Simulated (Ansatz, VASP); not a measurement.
# One calculation of MnF2, two programs

```
CELL_PARAMETERS angstrom
3.77463 0.00000 0.00000
-1.88731 3.26892 0.00000
0.00000 0.00000 2.74593
ATOMIC_POSITIONS crystal
Mn 0.00000 0.00000 0.00000
F 0.33333 0.66667 0.50000
F 0.66667 0.33333 0.50000
```

Change from the starting cell: species swapped into the TiB2 type (P6/mmm, No. 191).

Alike in both runs: functional PBE; k mesh 12 × 12 × 14; occupations gaussian, width 0.02 eV; collinear spin.

Ansatz relaxed the structure, and its values are those at the end. VASP's run is a single point on that final structure, the one shown.

```csv
,VASP,Ansatz
version,VASP 6.6.1,Ansatz 0.2.0
potentials or method,"VASP PAW PBE potentials, release 64 (Mn_pv, F), cutoff 520 eV","scalar-relativistic, plane waves, PAW"
valence electrons in the cell,27,29
```

Ansatz gave:

| Item | Value |
| --- | --- |
| gap on the k mesh at the Fermi level (eV) | 0.55 |
| least direct gap on the mesh (eV) | 1.11 |
| pressure (GPa) | 0.0 |
| net moment per atom (μB) | 1.67 |
| size of the moment on the site where the two differ most (μB) | 4.52 |

Estimate VASP's values.

gap on the k mesh at the Fermi level (eV): 0.52; least direct gap on the mesh (eV): 1.09; pressure (GPa): -0.4; net moment per atom (μB): 1.67; size of the moment on the site where the two differ most (μB): 4.58.

Site moments also hang on the region over which each program counts them. VASP's potentials hold 27 valence electrons a cell and Ansatz's 29, so a difference there can come from the potentials and not from the codes.
